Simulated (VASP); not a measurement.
# C11O in VASP: further runs, part 2 of 2

VASP 6.6.1. The steps go on from the part before.

## Step 3: Single point, PBE+D3(BJ)

INCAR reads:

```
PREC = Accurate ; ENCUT = 520
EDIFF = 1E-7 ; ISMEAR = 0
SIGMA = 0.05 ; LREAL = False
LASPH = True ; NELM = 80
ALGO = Normal ; ISIF = 2
LWAVE = False ; LCHARG = True
LDIPOL = True ; IDIPOL = 3
DIPOL = 0.5 0.5 0.319 ; GGA = PE
IVDW = 12 ; LELF = True
LVHAR = True ; LVACPOTAV = True
NBANDS = 37
```

KPOINTS reads:

```
regular mesh
0
Gamma
  8 7 1
```

POSCAR reads:

```
C11O
1.0
    3.6473242347      0.0000000000      0.0000000000
   -1.6658829406      3.9310150970      0.0000000000
    0.0000000000      0.0000000000     23.1809581692
C O
11 1
Direct
    0.5001799340      0.3333933113      0.1725554212
    0.4998200660      0.6666066887      0.1725554212
    0.5001799340      0.8333933113      0.2257231425
    0.4998200660      0.1666066887      0.2257231425
    0.5000212331      0.3353169669      0.2788716798
    0.4999787669      0.6646830331      0.2788716798
    0.5001286273      0.8366480408      0.3322552327
    0.4998713727      0.1633519592      0.3322552327
    0.4997623703      0.3544335274      0.3809574266
    0.5002376297      0.6455664726      0.3809574266
    0.4997623703      0.8544335274      0.5470420194
    0.4997623703      0.8544335274      0.4974323358
```

Potentials or basis: VASP PAW PBE potentials, release 64 (C, O).

The run is started by

```console
> cat potpaw_PBE.64/C/POTCAR potpaw_PBE.64/O/POTCAR > POTCAR
> mpirun -np 1 vasp_std > vasp.out
```

OUTCAR:

```text
PREC = Accurate
   ENCUT = 520
   EDIFF = 1E-7
   ISMEAR = 0
   LREAL = False
   LASPH = True
   NELM = 80
   ISIF = 2
   GGA = PE
   IVDW = 12
 IVDW          = 12

 ion  position               nearest neighbor table
   1  0.500  0.333  0.173-   4 1.42   2 1.42
   2  0.500  0.667  0.173-   3 1.42   1 1.42
   3  0.500  0.833  0.226-   2 1.42   4 1.42   6 1.43
   4  0.500  0.167  0.226-   1 1.42   3 1.42   5 1.43
   5  0.500  0.335  0.279-   6 1.41   4 1.43   8 1.44
   6  0.500  0.665  0.279-   5 1.41   3 1.43   7 1.44
   7  0.500  0.837  0.332-  10 1.39   8 1.40   6 1.44
   8  0.500  0.163  0.332-   9 1.39   7 1.40   5 1.44
   9  0.500  0.354  0.381-  10 1.24   8 1.39
  10  0.500  0.646  0.381-   9 1.24   7 1.39
  11  0.500  0.854  0.547-  12 1.15
  12  0.500  0.854  0.497-  11 1.15

  LATTYP: Found a simple monoclinic cell.
 ALAT       =     3.6473242347
 B/A-ratio  =     6.3556066523
 C/A-ratio  =     1.1705653965
 COS(beta)  =    -0.3901884655

  Lattice vectors:

 A1 = (   3.6473242347,   0.0000000000,   0.0000000000)
 A2 = (   0.0000000000,   0.0000000000, -23.1809581692)
 A3 = (  -1.6658829406,   3.9310150970,   0.0000000000)

Analysis of symmetry for initial positions (statically):
=====================================================================
 Subroutine PRICEL returns:
 Original cell was already a primitive cell.

 Routine SETGRP: Setting up the symmetry group for a
 simple monoclinic supercell.

 Subroutine GETGRP returns: Found  1 space group operations
 (whereof  1 operations were pure point group operations)
 out of a pool of  4 trial point group operations.

The static configuration has the point symmetry C_1 .

Analysis of symmetry for dynamics (positions and initial velocities):
=====================================================================
 Subroutine PRICEL returns:
 Original cell was already a primitive cell.

[... 163 lines left out ...]
   NGX = 13   NGY = 15   NGZ = 87

 dipolmoment           0.000000      0.000000      0.010051 electrons x Angstroem

 number of electron      50.0000002 magnetization

 dipolmoment           0.000000      0.000000     -0.071633 electrons x Angstroem

 Free energy of the ion-electron system (eV)
  ---------------------------------------------------
  ext. energy  EPLUGINS =         0.00000000
  ---------------------------------------------------
  free energy    TOTEN  =       -97.23750086 eV

  energy without entropy =      -97.23446162  energy(sigma->0) =      -97.23598124

 E-fermi :  -2.7699     XC(G=0):  -4.3778

 val. band max:       -2.7779974644   @ k =   0.3750   0.4286   0.0000
 cond. band min:      -2.7676747103   @ k =  -0.1250   0.4286   0.0000
 fundamental gap:      0.0103227541
 Fermi energy:        -2.7699137763

 k-point     1 :       0.0000    0.0000    0.0000
  band No.  band energies     occupation
      1     -26.8999      2.00000
      2     -21.4985      2.00000
      3     -19.6514      2.00000
      4     -16.9456      2.00000
      5     -16.0791      2.00000
      6     -15.4787      2.00000
[... 949 lines left out ...]
     36       5.3195      0.00000
     37       5.3757      0.00000

 [... further k-points ...]

------------------------ aborting loop because EDIFF is reached ----------------------------------------

 Edisp (eV)   -1.30000

 E8    (eV) :    -0.3797

  FORCE on cell =-STRESS in cart. coord.  units (eV):
  Direction    XX          YY          ZZ          XY          YZ          ZX
  --------------------------------------------------------------------------------------
  -------------------------------------------------------------------------------------
  Total       0.05888    -1.43589    -3.01818     0.55516     0.15295    -0.06502
  in kB       0.28383    -6.92185   -14.54940     2.67618     0.73733    -0.31343
  external pressure =       -7.06 kB  Pullay stress =        0.00 kB

 VOLUME and BASIS-vectors are now :
 -----------------------------------------------------------------------------
  energy-cutoff  :      520.00
  volume of cell :      332.36
      direct lattice vectors                 reciprocal lattice vectors
     3.647324235  0.000000000  0.000000000     0.274173596  0.116189102  0.000000000
    -1.665882941  3.931015097  0.000000000     0.000000000  0.254387219  0.000000000
     0.000000000  0.000000000 23.180958169     0.000000000  0.000000000  0.043138855

 POSITION                                       TOTAL-FORCE (eV/Angst)
 -----------------------------------------------------------------------------------
      1.26892      1.31057      4.00000        -2.627228      6.143232      1.134255
      0.71252      2.62044      4.00000         2.627018     -6.142784      1.134217
      0.43598      3.27608      5.23248        -0.164359      0.389044     -1.173664
      1.54546      0.65493      5.23248         0.161177     -0.381092     -1.175211
      1.26514      1.31814      6.46451         0.014182     -0.022280     -0.002999
      0.71630      2.61288      6.46451        -0.003315     -0.003256      0.006386
      0.43037      3.28888      7.70199        -0.027966      0.063186      0.051603
      1.55107      0.64214      7.70199        -0.001228      0.005087     -0.019219
      1.23235      1.39328      8.83096         0.017947     -0.041124      0.082415
      0.74909      2.53773      8.83096         0.037517     -0.087961     -0.199457
      0.39941      3.35879     12.68096         0.004106     -0.009224     -0.690311
      0.39941      3.35879     11.53096        -0.037852      0.087172      0.851984
 -----------------------------------------------------------------------------------
    total drift:                               -0.000377     -0.000159     -0.000630

  FREE ENERGIE OF THE ION-ELECTRON SYSTEM (eV)
  ---------------------------------------------------
  free  energy   TOTEN  =       -98.5374985396 eV

  energy  without entropy=      -98.5344592923  energy(sigma->0) =      -98.53597892

 vacuum level on the upper side and lower side of the slab         2.859         3.764
```

OSZICAR:

```text
N       E                     dE             d eps       ncg     rms          rms(c)
DAV:   1     0.375114808888E+03    0.37511E+03   -0.20885E+04  2154   0.109E+03
DAV:   2    -0.506101791709E+02   -0.42572E+03   -0.40843E+03  3105   0.258E+02
DAV:   3    -0.103059143708E+03   -0.52449E+02   -0.51679E+02  2621   0.955E+01
[... 14 lines left out ...]
DAV:  18    -0.972374332621E+02   -0.67070E-04   -0.15267E-05  2460   0.175E-02    0.362E-03
DAV:  19    -0.972374670106E+02   -0.33748E-04   -0.27958E-06  2420   0.841E-03    0.224E-03
DAV:  20    -0.972374890324E+02   -0.22022E-04   -0.15956E-06  2319   0.604E-03    0.121E-03
DAV:  21    -0.972374999905E+02   -0.10958E-04   -0.99786E-07  2278   0.437E-03    0.496E-04
DAV:  22    -0.972375009094E+02   -0.91885E-06   -0.13604E-07  2193   0.162E-03    0.244E-04
DAV:  23    -0.972375008624E+02    0.46995E-07   -0.38913E-08  1863   0.720E-04
   1 F= -.98537499E+02 E0= -.98535979E+02  d E =-.303925E-02
```

Wall time 13 min (1 thread of Oxide Virtual Turin-like, shared host); peak memory 0.5 GiB.

What came out:

- Free energy: -98.5375 eV
- Largest force: 6.777 eV/Å
- Band gap on the k mesh: zero (bands 25 and 26 overlap by 0.72 eV)
- Dispersion energy per atom: -0.108 eV

Forces in eV/Å, atoms in the order of the input:
```
C   -2.627  6.143  1.134
C    2.627 -6.143  1.134
C   -0.164  0.389 -1.174
C    0.161 -0.381 -1.175
C    0.014 -0.022 -0.003
C   -0.003 -0.003  0.006
C   -0.028  0.063  0.052
C   -0.001  0.005 -0.019
C    0.018 -0.041  0.082
C    0.038 -0.088 -0.199
C    0.004 -0.009 -0.690
O   -0.038  0.087  0.852
```

## Step 4: Single point, PBE+D3(BJ)

INCAR reads:

```
PREC = Accurate
ENCUT = 520
EDIFF = 1E-7
ISMEAR = 0
SIGMA = 0.05
LREAL = F
LASPH = T
NELM = 60
ALGO = Normal
ISIF = 2
LWAVE = F
LCHARG = F
LDIPOL = T
IDIPOL = 3
DIPOL = 0.5 0.5 0.319
GGA = PE
IVDW = 12
NBANDS = 37
```

KPOINTS is that of step 3.

Changes to POSCAR since step 3:

```diff
@@ -18,3 +18,3 @@
     0.5002376297      0.6455664726      0.3809574266
-    0.4997623703      0.8544335274      0.5470420194
-    0.4997623703      0.8544335274      0.4974323358
+    0.9997623703      0.3544335274      0.5470420194
+    0.9997623703      0.3544335274      0.4974323358
```

The run is started by

```console
> cat potpaw_PBE.64/C/POTCAR potpaw_PBE.64/O/POTCAR > POTCAR
> mpirun -np 1 vasp_std > vasp.out
```

Wall time 15 min (1 thread of Oxide Virtual Turin-like, shared host); peak memory 0.5 GiB.

Results (log left out):

```yaml
Free_energy: -98.5601 eV
Largest_force: 6.777 eV/Å
Band_gap_on_the_k_mesh: zero (bands 25 and 26 overlap by 0.74 eV)
Dispersion_energy_per_atom: -0.108 eV
```

Forces in eV/Å, atoms in the order of the input:
```
C   -2.625  6.144  1.137
C    2.626 -6.143  1.136
C   -0.159  0.380 -1.176
C    0.158 -0.383 -1.176
C    0.004 -0.002  0.000
C   -0.008  0.006 -0.003
C   -0.005  0.002  0.009
C    0.015 -0.010  0.024
C    0.027 -0.052 -0.043
C    0.000  0.087  0.007
C    0.003  0.002 -0.702
O   -0.037 -0.032  0.788
```

Levels at points of the mesh, in eV from the Fermi level:
```csv
k point,band 21,band 22,band 23,band 24,band 25,band 26,band 27,band 28,band 29,band 30
"(0.00, 0.00, 0.00)",-2.00,-1.46,-1.38,-1.33,0.63,0.69,1.27,1.75,2.23,3.38
"(0.50, 0.00, 0.00)",-2.72,-1.75,-1.07,-0.75,0.09,1.12,1.30,1.94,2.07,2.50
```

## Step 5: Overview

```tsv
cell	gap on the mesh (eV)	largest force (eV/Å)
as given, atomic positions A	none	6.78
as given, atomic positions B	none	6.78
as given, atomic positions C	none	6.78
```

Alike in all rows: task single point; level PBE+D3(BJ); potentials or basis VASP PAW PBE potentials, release 64 (C, O); no spin polarisation; k mesh 8 × 7 × 1; cutoff (eV) 520; smearing gaussian 0.05 eV.

Absolute energies hang on the potentials; compare differences alone.

The gap in the log of VASP goes by the Fermi energy; the results here count the filled bands.